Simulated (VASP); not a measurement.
Mg:

```
CELL_PARAMETERS angstrom
0.00000 1.86296 1.86296
1.86296 0.00000 1.86296
1.86296 1.86296 0.00000
ATOMIC_POSITIONS crystal
Mg 0.00000 0.00000 0.00000
```

This isn't the form of Mg at room conditions, which is hcp.

```yaml
Program: VASP 6.6.1
Task: relaxation of cell and atoms
Functional: PBEsol
Potentials_or_basis: VASP PAW PBE potentials, release 64 (Mg)
Cutoff: 600 eV
k_mesh: 10 × 10 × 10
Occupations: gaussian, width 0.1 eV
Spin: no spin polarisation
```

At the start: pressure 61.5 GPa; volume 12.93 Å³/atom.

**Question.** How do energy, volume and symmetry change on relaxing?

**Answer.** Over 4 steps the energy falls by 1180.3 meV/atom and the volume is 22.70 Å³/atom (+75.5 %); space group Fm-3m (No. 225, to 0.1 Å) before and after.

Step by step:
```
step  energy change (eV)  largest force (eV/Å)  pressure (GPa)  volume (Å³)
   1              0.0000                0.0000           61.53        12.93
   2             -1.1624                0.0000           -2.68        24.63
   3             -1.1783                0.0000            1.09        22.02
   4             -1.1803                0.0000           -0.10        22.70
```

Final structure:
```cif
data_structure
_symmetry_space_group_name_H-M 'P 1'
_symmetry_Int_Tables_number 1
_cell_length_a 3.1781
_cell_length_b 3.1781
_cell_length_c 3.1781
_cell_angle_alpha 60.000
_cell_angle_beta 60.000
_cell_angle_gamma 60.000
_cell_volume 22.70
loop_
_atom_site_label
_atom_site_type_symbol
_atom_site_fract_x
_atom_site_fract_y
_atom_site_fract_z
_atom_site_occupancy
Mg1 Mg 0.00000 0.00000 0.00000 1
```

Caveat: the volume moved by over 15 % at a fixed basis, so the end points are rough; the PAW data sets were made with another functional, which shifts forces and pressure a little.
